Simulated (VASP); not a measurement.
# As (C2/m) in VASP: single point with PBE

Aim: the single point of As with PBE.

All numbers are computed with VASP 6.6.1; they aren't measurements. Logs are shortened: lines on timing, memory, paths and dates and some standing lists are left out, and cuts for length are marked.

## Step 1: The cell of the first run

It takes space group C2/m (No. 12, monoclinic). Conventional cell: a = 6.674 Å, b = 3.666 Å, c = 4.135 Å, α = 90.00°, β = 122.55°, γ = 90.00°. Within 3.3 Å of As (site symmetry m) lie 6 As at 2.49 to 3.14 Å.

## Step 2: Single point, PBE (strain -0.0250 x Voigt [1, -1, 0, 0, 0, 0])

File INCAR:

```
  PREC = Accurate
  ENCUT = 520
  EDIFF = 1E-6
  ISMEAR = 0
  SIGMA = 0.15
  LREAL = F
  LASPH = T
  NELM = 60
  ALGO = Fast
  ISIF = 2
  LWAVE = F
  LCHARG = F
  GGA = PE
  NBANDS = 12
```

File KPOINTS:

```
Automatic mesh
0
Gamma
  18 18 18
```

File POSCAR:

```
As
1.0
    1.8327557211      1.1124057017      3.4857700000
   -1.8327557211      1.1124057017      3.4857700000
    0.0000000000     -2.2248114034      3.4857700000
As
2
Direct
    0.2275400000      0.2275400000      0.2275400000
    0.7724600000      0.7724600000      0.7724600000
```

Potentials or basis: VASP PAW PBE potentials, release 64 (As).

The run is started by

```sh
$ cat potpaw_PBE.64/As/POTCAR > POTCAR
$ mpirun -np 1 vasp_std > vasp.out
```

OUTCAR:

```text
PREC = Accurate
   ENCUT = 520
   EDIFF = 1E-6
   ISMEAR = 0
   LREAL = F
   LASPH = T
   NELM = 60
   ISIF = 2
   GGA = PE

 ion  position               nearest neighbor table
   1  0.228  0.228  0.228-   2 2.49   2 2.49   2 2.56
   2  0.772  0.772  0.772-   1 2.49   1 2.49   1 2.56

  LATTYP: Found a base centered monoclinic cell.
 ALAT       =     6.6744342102
 B/A-ratio  =     0.5491868414
 C/A-ratio  =     0.6195671773
 COS(beta)  =    -0.5380099940

  Lattice vectors:

 A1 = (   1.8327557211,   3.3372171051,   0.0000000000)
 A2 = (  -1.8327557211,   3.3372171051,   0.0000000000)
 A3 = (   0.0000000000,  -2.2248114034,   3.4857700000)

Analysis of symmetry for initial positions (statically):
=====================================================================
 Subroutine PRICEL returns:
 Original cell was already a primitive cell.

 Routine SETGRP: Setting up the symmetry group for a
 base centered monoclinic supercell.

 Subroutine GETGRP returns: Found  4 space group operations
 (whereof  4 operations were pure point group operations)
 out of a pool of  4 trial point group operations.

The static configuration has the point symmetry C_2h.

Analysis of symmetry for dynamics (positions and initial velocities):
=====================================================================
 Subroutine PRICEL returns:
 Original cell was already a primitive cell.

 Routine SETGRP: Setting up the symmetry group for a
 base centered monoclinic supercell.

 Subroutine GETGRP returns: Found  4 space group operations
 (whereof  4 operations were pure point group operations)
 out of a pool of  4 trial point group operations.

The dynamic configuration has the point symmetry C_2h.

 Subroutine INISYM returns: Found  4 space group operations
 (whereof  4 operations are pure point group operations),
 and found     1 'primitive' translations

----------------------------------------------------------------------------------------

                                     Primitive cell

  volume of cell :      42.6401

  direct lattice vectors                    reciprocal lattice vectors
     1.832755721  1.112405702  3.485770000     0.272813226  0.149825434  0.095626887
    -1.832755721  1.112405702  3.485770000    -0.272813226  0.149825434  0.095626887
     0.000000000 -2.224811403  3.485770000     0.000000000 -0.299650867  0.095626887

  length of vectors
     4.092313829  4.092313829  4.135260363     0.325605925  0.325605925  0.314539574

  position of ions in fractional coordinates (direct lattice)
     0.227540000  0.227540000  0.227540000
     0.772460000  0.772460000  0.772460000

  ion indices of the primitive-cell ions
   primitive index   ion index
                 1           1
                 2           2

----------------------------------------------------------------------------------------

 KPOINTS: Automatic mesh

Automatic generation of k-mesh.
 Grid dimensions read from file:
 generate k-points for:   18   18   18

 Generating k-lattice:

  Cartesian coordinates                     Fractional coordinates (reciprocal lattice)
     0.015156290  0.008323635  0.005312605     0.055555556 -0.000000000  0.000000000
    -0.015156290  0.008323635  0.005312605    -0.000000000  0.055555556  0.000000000
     0.000000000 -0.016647270  0.005312605     0.000000000  0.000000000  0.055555556

  Length of vectors
     0.018089218  0.018089218  0.017474421

  Shift w.r.t. Gamma in fractional coordinates (k-lattice)
     0.000000000  0.000000000  0.000000000

 Subroutine IBZKPT returns following result:
 ===========================================

 Found   1550 irreducible k-points:

 Following reciprocal coordinates:
            Coordinates               Weight
  0.000000  0.000000  0.000000      1.000000
  0.055556  0.000000  0.000000      4.000000
  0.111111  0.000000  0.000000      4.000000
  0.166667  0.000000  0.000000      4.000000
  0.222222  0.000000  0.000000      4.000000
  0.277778  0.000000  0.000000      4.000000
[... 16 lines left out ...]
 -0.277778  0.055556  0.000000      4.000000
 -0.222222  0.055556 -0.000000      4.000000
 [... further k-points ...]
   k-points           NKPTS =   1550   k-points in BZ     NKDIM =   1550   number of bands    NBANDS=     12
   number of dos      NEDOS =    301   number of ions     NIONS =      2
   total plane-waves  NPLWV =  28800
   dimension x,y,z NGX =    30 NGY =   30 NGZ =   32
   dimension x,y,z NGXF=    60 NGYF=   60 NGZF=   64
   ions per type =               2
   NGX,Y,Z   is equivalent  to a cutoff of  12.19, 12.19, 12.86 a.u.
   NGXF,Y,Z  is equivalent  to a cutoff of  24.37, 24.37, 25.73 a.u.
 SYSTEM =  unknown system
   PREC   = accura    normal or accurate (medium, high low for compatibility)
   ISTART =      0    job   : 0-new  1-cont  2-samecut
   ICHARG =      2    charge: 1-file 2-atom 10-const
   ISPIN  =      1    spin polarized calculation?
   LNONCOLLINEAR =      F non collinear calculations
   LSORBIT =      F    spin-orbit coupling
   LASPH  =      T    aspherical Exc in radial PAW
   ENCUT  =  520.0 eV  38.22 Ry    6.18 a.u.   7.61  7.61  7.69*2*pi/ulx,y,z
   NELM   =     60;   NELMIN=  2; NELMDL= -5     # of ELM steps
   EDIFF  = 0.1E-05   stopping-criterion for ELM
   LREAL  =      F    real-space projection
   EDIFFG = 0.1E-04   stopping-criterion for IOM
   NSW    =      0    number of steps for IOM
   IBRION =     -1    ionic relax: 0-MD 1-quasi-New 2-CG
   NFREE  =      0    steps in history (QN), initial steepest desc. (CG)
   ISIF   =      2    stress and relaxation
   ISYM   =      2    0-nonsym 1-usesym 2-fastsym
   POTIM  = 0.5000    time-step for ionic-motion
   TEBEG  =    0.0;   TEEND  =   0.0 temperature during run
   PSTRESS=    0.0 pullay stress
   NELECT =      10.0000    total number of electrons
   NUPDOWN=      -1.0000    fix difference up-down
   EMIN   =  10.00;   EMAX   =-10.00  energy-range for DOS
   EFERMI =   0.00;   METHOD = LEGACY
   ISMEAR =     0;   SIGMA  =   0.15  broadening in eV -4-tet -1-fermi 0-gaus
   EFERMI_NEDOS =   21; number of points for ismear=-14 and -15
   IALGO  =     68    algorithm
   IMIX   =      4    mixing-type and parameters
     AMIX     =   0.40;   BMIX     =  1.00
     AMIX_MAG =   1.60;   BMIX_MAG =  1.00
  volume/ion in A,a.u.               =      21.32       143.87
  Fermi-wavevector in a.u.,A,eV,Ry     =   1.009568  1.907807 13.867433  1.019228
  Thomas-Fermi vector in A             =   2.142504
   LORBIT       =      0    0 simple, 1 ext, 2 COOP (PROOUT), +10 PAW based schemes
   GGA     = PE    functional components
   LHFCALC =     F    Hartree Fock is set to
   AEXX    =    0.0000 exact exchange contribution
   IVDW    =     0    specifies the selected vdW correction
   LEPSILON=     F    determine dielectric tensor
   LRPA    =     F    only Hartree local field effects (RPA)
 non-spin polarized calculation
 RMM-DIIS sequential band-by-band and
 Gauss-broadening in eV      SIGMA  =   0.15
  energy-cutoff  :      520.00
  volume of cell :       42.64
 maximum number of plane-waves:      1171
   NGX = 15   NGY = 15   NGZ = 15

 number of electron      10.0000000 magnetization

 Free energy of the ion-electron system (eV)
  ---------------------------------------------------
  ext. energy  EPLUGINS =         0.00000000
  ---------------------------------------------------
  free energy    TOTEN  =        -9.29940519 eV

  energy without entropy =       -9.29637477  energy(sigma->0) =       -9.29788998

 E-fermi :   5.6148     XC(G=0): -10.0174

 val. band max:        5.6133852036   @ k =   0.0556   0.0556   0.4444
 cond. band min:       5.6163979217   @ k =   0.4444   0.3889   0.5000
 fundamental gap:      0.0030127181
 Fermi energy:         5.6148342397

 k-point     1 :       0.0000    0.0000    0.0000
  band No.  band energies     occupation
      1      -9.5318      2.00000
      2      -0.2010      2.00000
      3       2.8880      2.00000
      4       3.5837      2.00000
      5       3.6699      2.00000
      6       7.2079      0.00000
      7       8.4330      0.00000
      8       8.7753      0.00000
      9      11.9792      0.00000
     10      12.6956      0.00000
     11      12.8735      0.00000
     12      13.8398      0.00000

 k-point     2 :       0.0556    0.0000    0.0000
  band No.  band energies     occupation
      1      -9.4890      2.00000
      2      -0.3451      2.00000
      3       2.8902      2.00000
      4       3.5759      2.00000
      5       3.6269      2.00000
      6       7.2614      0.00000
      7       8.4411      0.00000
      8       8.6616      0.00000
      9      11.8936      0.00000
     10      12.2974      0.00000
     11      12.5932      0.00000
     12      14.1649      0.00000

 k-point     3 :       0.1111    0.0000    0.0000
  band No.  band energies     occupation
      1      -9.3611      2.00000
      2      -0.7506      2.00000
      3       2.8723      2.00000
      4       3.4360      2.00000
      5       3.6772      2.00000
      6       7.3032      0.00000
      7       8.3778      0.00000
      8       8.4445      0.00000
      9      11.6045      0.00000
     10      11.8498      0.00000
     11      12.3279      0.00000
     12      14.9031      0.00000
[... 286 lines left out ...]
 k-point    23 :      -0.2778    0.0556    0.0000
  band No.  band energies     occupation
      1      -8.2585      2.00000
      2      -3.2493      2.00000
      3       2.6171      2.00000
      4       3.0684      2.00000
      5       4.0245      2.00000
      6       6.2535      0.00000
      7       6.8441      0.00000
      8       7.6271      0.00000
      9      11.6530      0.00000
     10      12.5783      0.00000
     11      14.9595      0.00000
     12      17.3276      0.00000

 k-point    24 :      -0.2222    0.0556   -0.0000
  band No.  band energies     occupation
      1      -8.6662      2.00000
      2      -2.4460      2.00000
      3       2.7864      2.00000
      4       3.0975      2.00000
      5       3.8101      2.00000
      6       6.7000      0.00000
      7       7.3412      0.00000
      8       7.8422      0.00000
      9      11.2505      0.00000
     10      12.1025      0.00000
     11      13.8994      0.00000
     12      16.2841      0.00000

 [... further k-points ...]

------------------------ aborting loop because EDIFF is reached ----------------------------------------

  FORCE on cell =-STRESS in cart. coord.  units (eV):
  Direction    XX          YY          ZZ          XY          YZ          ZX
  --------------------------------------------------------------------------------------
  -------------------------------------------------------------------------------------
  Total        1.7974488      0.5486371      0.8775144      0.0000000     -0.4516425      0.0000000
  in kB       67.5381776     20.6147477     32.9721362      0.0000000    -16.9702264      0.0000000
  external PRESSURE =      40.3750205 kB  Pullay stress =       0.0000000 kB

 VOLUME and BASIS-vectors are now :
 -----------------------------------------------------------------------------
  energy-cutoff  :      520.00
  volume of cell :       42.64
      direct lattice vectors                 reciprocal lattice vectors
     1.832755721  1.112405702  3.485770000     0.272813226  0.149825434  0.095626887
    -1.832755721  1.112405702  3.485770000    -0.272813226  0.149825434  0.095626887
     0.000000000 -2.224811403  3.485770000     0.000000000 -0.299650867  0.095626887

 POSITION                                       TOTAL-FORCE (eV/Angst)
 -----------------------------------------------------------------------------------
      0.00000      0.00000      2.37946         0.000000     -0.090357      0.249435
      0.00000      0.00000      8.07785         0.000000      0.090357     -0.249435
 -----------------------------------------------------------------------------------
    total drift:                               -0.000000      0.000000     -0.000000

  FREE ENERGIE OF THE ION-ELECTRON SYSTEM (eV)
  ---------------------------------------------------
  free  energy   TOTEN  =        -9.2994051919 eV

  energy  without entropy=       -9.2963747743  energy(sigma->0) =       -9.29788998
```

Run time: 11 min. Hardware: 1 thread of Oxide Virtual Turin-like, shared host; peak memory 0.69 GiB.

Results:

```
Free energy            : -9.2994 eV
Pressure               : 4.0 GPa
Largest force          : 0.265 eV/Å
Band gap on the k mesh : zero (bands 5 and 6 overlap by 1.04 eV)
```

Forces on the atoms (eV/Å):
```
As   0.000 -0.090  0.249
As   0.000  0.090 -0.249
```

Levels at points of the mesh, in eV from the Fermi level:
| k point | band 1 | band 2 | band 3 | band 4 | band 5 | band 6 | band 7 | band 8 | band 9 | band 10 |
| --- | --- | --- | --- | --- | --- | --- | --- | --- | --- | --- |
| (0.00, 0.00, 0.00) | -15.15 | -5.82 | -2.73 | -2.03 | -1.94 | 1.59 | 2.82 | 3.16 | 6.36 | 7.08 |
| (0.50, 0.00, 0.00) | -12.26 | -11.21 | -2.96 | -2.75 | -0.55 | -0.54 | 0.25 | 1.07 | 9.03 | 9.27 |
| (0.50, 0.50, 0.00) | -12.60 | -9.54 | -6.11 | -4.48 | -3.88 | 1.63 | 5.54 | 7.06 | 7.12 | 10.73 |
| (0.00, 0.00, 0.50) | -12.60 | -11.18 | -2.86 | -2.53 | -0.10 | 0.06 | 0.16 | 1.51 | 8.93 | 8.97 |
| (0.50, 0.00, 0.50) | -12.20 | -9.83 | -6.14 | -4.48 | -4.14 | 1.38 | 5.36 | 6.68 | 7.38 | 10.42 |
| (0.50, 0.50, 0.50) | -13.78 | -10.17 | -1.90 | -1.65 | -0.74 | 0.58 | 0.88 | 1.77 | 8.09 | 10.02 |

Caveat: the cell differs from its parent crystal (strain -0.0250 x Voigt [1, -1, 0, 0, 0, 0]); the cell stands under pressure.
